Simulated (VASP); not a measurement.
Wanted: the native input for a VASP 6.6.1 run.

* Task: single point
* Functional: PBE
* Potentials or basis: VASP PAW PBE potentials, release 64 (Mo_sv)
* Cutoff: 520 eV
* k mesh: 15 × 15 × 4
* Occupations: fermi-dirac, width 0.1 eV
* Spin: no spin polarisation
* Dipole correction: no
* Further INCAR settings: ALGO = Normal; EDIFF = 1e-07; NBANDS = 36

The structure of Mo lies in POSCAR:

```
Mo
1.0
    2.7364599139      0.0000000000      0.0000000000
   -1.3682299569      2.3698438019      0.0000000000
    0.0000000000      0.0000000000      9.5211584806
Mo
4
Direct
    0.0000000000      1.0000000000      0.0000000000
    0.0000000000      0.0000000000      0.5000000000
    0.3333333333      0.6666666667      0.2500000000
    0.6666666667      0.3333333333      0.7500000000
```

This isn't the form of Mo at room conditions, which is bcc.

These files were run (other wordings do the same):

INCAR

```
SYSTEM = Mo
ALGO = Normal
EDIFF = 1E-7
ENCUT = 520
GGA = PE
ISIF = 2
ISMEAR = -1
LASPH = .True.
LCHARG = .False.
LREAL = .False.
LWAVE = .False.
NBANDS = 36
NELM = 60
PREC = Accurate
SIGMA = 0.1
```

KPOINTS

```
k-points
0
Gamma
  15 15 4
  0 0 0
```

Potentials or basis: VASP PAW PBE potentials, release 64 (Mo_sv).

Launch:

```sh
$ cat potpaw_PBE.64/Mo_sv/POTCAR > POTCAR
$ mpirun -np 1 vasp_std > vasp.out
```

It gave:

```
Pressure               : 11.1 GPa
Band gap on the k mesh : zero (bands 28 and 29 overlap by 1.80 eV)
```

Caveat: the cell stands under pressure.

It took 2.7 min on 1 thread of Intel(R) Xeon(R) Platinum 8259CL CPU @ 2.50GHz (Skylake/Cascade Lake), with other jobs on the host, peak memory 0.25 GiB.
